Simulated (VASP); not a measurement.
# Mg2Si (Fm-3m) in VASP: notebook

Mg2Si is run at these levels: PBE; tasks: single point.

Program: VASP 6.6.1. These are calculated values, not measurements. Logs are shortened: lines on timing, memory, paths and dates and some standing lists are left out, and cuts for length are marked.

## (1) The cell of the first run

It takes space group Fm-3m (No. 225, cubic). Conventional cell: a = 6.233 Å, b = 6.233 Å, c = 6.233 Å, α = 90.00°, β = 90.00°, γ = 90.00°. Si (site symmetry m-3m) has 8 Mg at 2.70 Å within 3.6 Å. Mg (site symmetry -43m) has 4 Si at 2.70 Å and 6 Mg at 3.12 Å within 3.6 Å.

## (2) Single point, PBE (20.18 Å³/atom)

Contents of INCAR:

```
  ALGO = Normal
  EDIFF = 1E-6
  ENCUT = 600
  GGA = PE
  GGA_COMPAT = False
  ISIF = 2
  ISMEAR = 0
  LASPH = True
  LCHARG = True
  LELF = True
  LREAL = False
  LVHAR = True
  LWAVE = False
  NBANDS = 11
  NELM = 120
  PREC = Accurate
  SIGMA = 0.01
```

Contents of KPOINTS:

```
k-points
0
Gamma
  6 6 6
```

Contents of POSCAR:

```
Mg2Si
1.0
    0.0000000000      3.1163819802      3.1163819802
    3.1163819802      0.0000000000      3.1163819802
    3.1163819802      3.1163819802      0.0000000000
Si Mg
1 2
Direct
    0.0000000000      0.0000000000      0.0000000000
    0.2500000000      0.2500000000      0.2500000000
    0.7500000000      0.7500000000      0.7500000000
```

Potentials or basis: VASP PAW PBE potentials, release 64 (Si, Mg).

On the command line:

```
$ cat potpaw_PBE.64/Si/POTCAR potpaw_PBE.64/Mg/POTCAR > POTCAR
$ mpirun -np 1 vasp_std > vasp.out
```

OUTCAR:

```text
EDIFF = 1E-6
   ENCUT = 600
   GGA = PE
   ISIF = 2
   ISMEAR = 0
   LASPH = True
   LREAL = False
   NELM = 120
   PREC = Accurate

 ion  position               nearest neighbor table
   1  0.000  0.000  0.000-   3 2.70   3 2.70   3 2.70   2 2.70   3 2.70   2 2.70   2 2.70   2 2.70

   2  0.250  0.250  0.250-   1 2.70   1 2.70   1 2.70   1 2.70   3 3.12   3 3.12   3 3.12   3 3.12
                             3 3.12   3 3.12
   3  0.750  0.750  0.750-   1 2.70   1 2.70   1 2.70   1 2.70   2 3.12   2 3.12   2 3.12   2 3.12
                             2 3.12   2 3.12

  LATTYP: Found a face centered cubic cell.
 ALAT       =     6.2327639604

  Lattice vectors:

 A1 = (   0.0000000000,   3.1163819802,   3.1163819802)
 A2 = (   3.1163819802,   0.0000000000,   3.1163819802)
 A3 = (   3.1163819802,   3.1163819802,   0.0000000000)

Analysis of symmetry for initial positions (statically):
=====================================================================
 Subroutine PRICEL returns:
 Original cell was already a primitive cell.

 Routine SETGRP: Setting up the symmetry group for a
 face centered cubic supercell.

 Subroutine GETGRP returns: Found 48 space group operations
 (whereof 48 operations were pure point group operations)
 out of a pool of 48 trial point group operations.

The static configuration has the point symmetry O_h .

Analysis of symmetry for dynamics (positions and initial velocities):
=====================================================================
 Subroutine PRICEL returns:
 Original cell was already a primitive cell.

 Routine SETGRP: Setting up the symmetry group for a
 face centered cubic supercell.

 Subroutine GETGRP returns: Found 48 space group operations
 (whereof 48 operations were pure point group operations)
 out of a pool of 48 trial point group operations.

The dynamic configuration has the point symmetry O_h .

 Subroutine INISYM returns: Found 48 space group operations
 (whereof 48 operations are pure point group operations),
 and found     1 'primitive' translations

----------------------------------------------------------------------------------------

                                     Primitive cell

  volume of cell :      60.5316

  direct lattice vectors                    reciprocal lattice vectors
     0.000000000  3.116381980  3.116381980    -0.160442463  0.160442463  0.160442463
     3.116381980  0.000000000  3.116381980     0.160442463 -0.160442463  0.160442463
     3.116381980  3.116381980  0.000000000     0.160442463  0.160442463 -0.160442463

  length of vectors
     4.407229662  4.407229662  4.407229662     0.277894497  0.277894497  0.277894497

  position of ions in fractional coordinates (direct lattice)
     0.000000000  0.000000000  0.000000000
     0.250000000  0.250000000  0.250000000
     0.750000000  0.750000000  0.750000000

  ion indices of the primitive-cell ions
   primitive index   ion index
                 1           1
                 2           2
                 3           3

----------------------------------------------------------------------------------------

 KPOINTS: k-points

Automatic generation of k-mesh.
 Grid dimensions read from file:
 generate k-points for:    6    6    6

 Generating k-lattice:

  Cartesian coordinates                     Fractional coordinates (reciprocal lattice)
    -0.026740410  0.026740410  0.026740410     0.166666667  0.000000000  0.000000000
     0.026740410 -0.026740410  0.026740410     0.000000000  0.166666667  0.000000000
     0.026740410  0.026740410 -0.026740410     0.000000000  0.000000000  0.166666667

  Length of vectors
     0.046315750  0.046315750  0.046315750

  Shift w.r.t. Gamma in fractional coordinates (k-lattice)
     0.000000000  0.000000000  0.000000000

 Subroutine IBZKPT returns following result:
 ===========================================

 Found     16 irreducible k-points:

 Following reciprocal coordinates:
            Coordinates               Weight
  0.000000  0.000000  0.000000      1.000000
  0.166667  0.000000  0.000000      8.000000
  0.333333  0.000000  0.000000      8.000000
  0.500000  0.000000  0.000000      4.000000
  0.166667  0.166667  0.000000      6.000000
  0.333333  0.166667  0.000000     24.000000
[... 8 lines left out ...]
 -0.333333  0.333333  0.166667     24.000000
 -0.333333  0.500000  0.166667     12.000000
   k-points           NKPTS =     16   k-points in BZ     NKDIM =     16   number of bands    NBANDS=     11
   number of dos      NEDOS =    301   number of ions     NIONS =      3
   total plane-waves  NPLWV =  46656
   dimension x,y,z NGX =    36 NGY =   36 NGZ =   36
   dimension x,y,z NGXF=    72 NGYF=   72 NGZF=   72
   ions per type =               1   2
   NGX,Y,Z   is equivalent  to a cutoff of  13.58, 13.58, 13.58 a.u.
   NGXF,Y,Z  is equivalent  to a cutoff of  27.16, 27.16, 27.16 a.u.
 SYSTEM =  unknown system
   PREC   = accura    normal or accurate (medium, high low for compatibility)
   ISTART =      0    job   : 0-new  1-cont  2-samecut
   ICHARG =      2    charge: 1-file 2-atom 10-const
   ISPIN  =      1    spin polarized calculation?
   LNONCOLLINEAR =      F non collinear calculations
   LSORBIT =      F    spin-orbit coupling
   LASPH  =      T    aspherical Exc in radial PAW
   ENCUT  =  600.0 eV  44.10 Ry    6.64 a.u.   8.80  8.80  8.80*2*pi/ulx,y,z
   NELM   =    120;   NELMIN=  2; NELMDL= -5     # of ELM steps
   EDIFF  = 0.1E-05   stopping-criterion for ELM
   LREAL  =      F    real-space projection
[... 7 lines left out ...]
   TEBEG  =    0.0;   TEEND  =   0.0 temperature during run
   PSTRESS=    0.0 pullay stress
   NELECT =       8.0000    total number of electrons
   NUPDOWN=      -1.0000    fix difference up-down
   EMIN   =  10.00;   EMAX   =-10.00  energy-range for DOS
   EFERMI =   0.00;   METHOD = LEGACY
   ISMEAR =     0;   SIGMA  =   0.01  broadening in eV -4-tet -1-fermi 0-gaus
   EFERMI_NEDOS =   21; number of points for ismear=-14 and -15
   IALGO  =     38    algorithm
   IMIX   =      4    mixing-type and parameters
     AMIX     =   0.40;   BMIX     =  1.00
     AMIX_MAG =   1.60;   BMIX_MAG =  1.00
  volume/ion in A,a.u.               =      20.18       136.16
  Fermi-wavevector in a.u.,A,eV,Ry     =   0.833894  1.575831  9.461207  0.695379
  Thomas-Fermi vector in A             =   1.947194
   LORBIT       =      0    0 simple, 1 ext, 2 COOP (PROOUT), +10 PAW based schemes
   GGA     = PE    functional components
   LHFCALC =     F    Hartree Fock is set to
   AEXX    =    0.0000 exact exchange contribution
   IVDW    =     0    specifies the selected vdW correction
   LEPSILON=     F    determine dielectric tensor
   LRPA    =     F    only Hartree local field effects (RPA)
 non-spin polarized calculation
 Gauss-broadening in eV      SIGMA  =   0.01
  energy-cutoff  :      600.00
  volume of cell :       60.53
 maximum number of plane-waves:      2044
   NGX = 17   NGY = 17   NGZ = 17

 number of electron       8.0000000 magnetization

 Free energy of the ion-electron system (eV)
  ---------------------------------------------------
  ext. energy  EPLUGINS =         0.00000000
  ---------------------------------------------------
  free energy    TOTEN  =        -8.85439539 eV

  energy without entropy =       -8.85439539  energy(sigma->0) =       -8.85439539

 E-fermi :   4.0324     XC(G=0):  -8.9793

 val. band max:        3.9623459777   @ k =   0.0000   0.0000   0.0000
 cond. band min:       4.0921220718   @ k =   0.5000   0.5000   0.0000
 fundamental gap:      0.1297760942
 Fermi energy:         4.0323962500

 k-point     1 :       0.0000    0.0000    0.0000
  band No.  band energies     occupation
      1      -5.3999      2.00000
      2       3.9623      2.00000
      3       3.9623      2.00000
      4       3.9623      2.00000
      5       6.1774      0.00000
      6       6.6037      0.00000
      7       6.6037      0.00000
      8       6.6037      0.00000
      9       9.6581      0.00000
     10       9.6581      0.00000
     11      10.9995      0.00000

 k-point     2 :       0.1667    0.0000    0.0000
  band No.  band energies     occupation
      1      -5.1387      2.00000
      2       2.2297      2.00000
      3       3.7077      2.00000
      4       3.7077      2.00000
      5       6.0917      0.00000
      6       7.0195      0.00000
      7       7.0195      0.00000
      8       8.0488      0.00000
      9       8.9117      0.00000
     10       8.9117      0.00000
     11      10.7821      0.00000

 k-point     3 :       0.3333    0.0000    0.0000
  band No.  band energies     occupation
      1      -4.4369      2.00000
      2       0.0937      2.00000
      3       3.3674      2.00000
      4       3.3674      2.00000
      5       5.6184      0.00000
      6       6.8209      0.00000
      7       6.8209      0.00000
      8       9.3295      0.00000
      9       9.8680      0.00000
     10       9.8680      0.00000
     11      11.0159      0.00000

 k-point     4 :       0.5000    0.0000    0.0000
  band No.  band energies     occupation
      1      -3.8701      2.00000
      2      -0.9793      2.00000
      3       3.2420      2.00000
      4       3.2420      2.00000
      5       5.4420      0.00000
      6       6.5387      0.00000
      7       6.5387      0.00000
      8       9.1052      0.00000
      9      12.1139      0.00000
     10      12.1139      0.00000
     11      12.4742      0.00000
[... 127 lines left out ...]
 k-point    14 :       0.5000    0.3333    0.1667
  band No.  band energies     occupation
      1      -3.8716      2.00000
      2       0.2341      2.00000
      3       1.2350      2.00000
      4       2.3109      2.00000
      5       6.2069      0.00000
      6       6.5299      0.00000
      7       7.3882      0.00000
      8       9.9097      0.00000
      9      10.3788      0.00000
     10      12.0295      0.00000
     11      13.6764      0.00000

 k-point    15 :      -0.3333    0.3333    0.1667
  band No.  band energies     occupation
      1      -3.4187      2.00000
      2      -0.2811      2.00000
      3       0.8101      2.00000
      4       1.9148      2.00000
      5       6.2669      0.00000
      6       6.8693      0.00000
      7       8.5202      0.00000
      8       9.0966      0.00000
      9      10.1359      0.00000
     10      12.3591      0.00000
     11      13.2996      0.00000

 k-point    16 :      -0.3333    0.5000    0.1667
  band No.  band energies     occupation
      1      -3.2284      2.00000
      2      -0.2242      2.00000
      3       0.8739      2.00000
      4       1.3169      2.00000
      5       5.7045      0.00000
      6       6.2107      0.00000
      7       9.1735      0.00000
      8       9.3368      0.00000
      9      12.4874      0.00000
     10      12.6559      0.00000
     11      13.0657      0.00000

------------------------ aborting loop because EDIFF is reached ----------------------------------------

  FORCE on cell =-STRESS in cart. coord.  units (eV):
  Direction    XX          YY          ZZ          XY          YZ          ZX
  --------------------------------------------------------------------------------------
  -------------------------------------------------------------------------------------
  Total        1.4106925      1.4106925      1.4106925     -0.0000000     -0.0000000      0.0000000
  in kB       37.3388467     37.3388467     37.3388467     -0.0000000     -0.0000000      0.0000000
  external PRESSURE =      37.3388467 kB  Pullay stress =       0.0000000 kB

 VOLUME and BASIS-vectors are now :
 -----------------------------------------------------------------------------
  energy-cutoff  :      600.00
  volume of cell :       60.53
      direct lattice vectors                 reciprocal lattice vectors
     0.000000000  3.116381980  3.116381980    -0.160442463  0.160442463  0.160442463
     3.116381980  0.000000000  3.116381980     0.160442463 -0.160442463  0.160442463
     3.116381980  3.116381980  0.000000000     0.160442463  0.160442463 -0.160442463

 POSITION                                       TOTAL-FORCE (eV/Angst)
 -----------------------------------------------------------------------------------
      0.00000      0.00000      0.00000         0.000000      0.000000     -0.000000
      1.55819      1.55819      1.55819         0.000000      0.000000      0.000000
      4.67457      4.67457      4.67457        -0.000000     -0.000000     -0.000000
 -----------------------------------------------------------------------------------
    total drift:                               -0.000000     -0.000000     -0.000000

  FREE ENERGIE OF THE ION-ELECTRON SYSTEM (eV)
  ---------------------------------------------------
  free  energy   TOTEN  =        -8.8543953911 eV

  energy  without entropy=       -8.8543953911  energy(sigma->0) =       -8.85439539
```

Wall time 28 s (1 thread of Intel Xeon 8259CL, shared host); peak memory 0.21 GiB.

What came out:

| Property | Result |
| --- | --- |
| Free energy | -8.8544 eV |
| Pressure | 3.7 GPa |
| Band gap on the k mesh | 0.13 eV (least direct gap 2.15 eV) |

Levels at points of the mesh, in eV from the valence-band top:
| k point | band 2 | band 3 | band 4 | band 5 | band 6 | band 7 |
| --- | --- | --- | --- | --- | --- | --- |
| (0.00, 0.00, 0.00) | 0.00 | 0.00 | 0.00 | 2.22 | 2.64 | 2.64 |
| (0.50, 0.00, 0.00) | -4.94 | -0.72 | -0.72 | 1.48 | 2.58 | 2.58 |
| (0.50, 0.50, 0.00) | -4.58 | -2.02 | -2.02 | 0.13 | 0.49 | 8.25 |

Caveat: the cell stands under pressure; the structure was generated, so it needn't be the stable form of Mg2Si; semilocal functionals underestimate gaps, and a narrow one can read as zero. A k mesh can miss the band edges.

(Continued in part 2 of 2.)
